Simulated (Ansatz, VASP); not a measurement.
TiC: VASP beside Ansatz

```
CELL_PARAMETERS angstrom
3.04209 0.00000 0.00000
-1.52104 2.63452 0.00000
0.00000 0.00000 2.69797
ATOMIC_POSITIONS crystal
Ti 0.00000 0.00000 0.50000
C 0.33333 0.66667 0.00000
```

Alike in both runs: task relaxation of cell and atoms; functional PBEsol; k mesh 10 × 10 × 10; occupations fermi-dirac, width 0.05 eV; no spin polarisation; Hubbard terms Ti d U = 6.0 eV.

|  | VASP | Ansatz |
| --- | --- | --- |
| version | VASP 6.6.1 | Ansatz 0.2.0 |
| potentials or method | VASP PAW PBE potentials, release 64 (Ti_sv, C) | Ansatz PAW |
| plane-wave cutoff (eV) | 600 | 420 |
| valence electrons in the cell | 16 | 16 |

```csv
,VASP,Ansatz,Ansatz less VASP
"gap on the k mesh at the Fermi level, each at its own relaxed structure (eV)",none,none,-
relaxed volume (Å³/atom),11.25,10.96,-0.294
relaxed cell length with the largest relative difference (Å),3.076,3.047,-0.0295
```

VASP's potentials were made for PBE, not for PBEsol. The programs project onto different local orbitals, so the same U acts differently, and such runs can settle in different states. A gap of «none» marks a metal or a gap that the smearing closes.

Noted on Ansatz's run: the plane-wave basis is chosen anew once the cell has moved, so the energies of steps on either side of that aren't comparable.
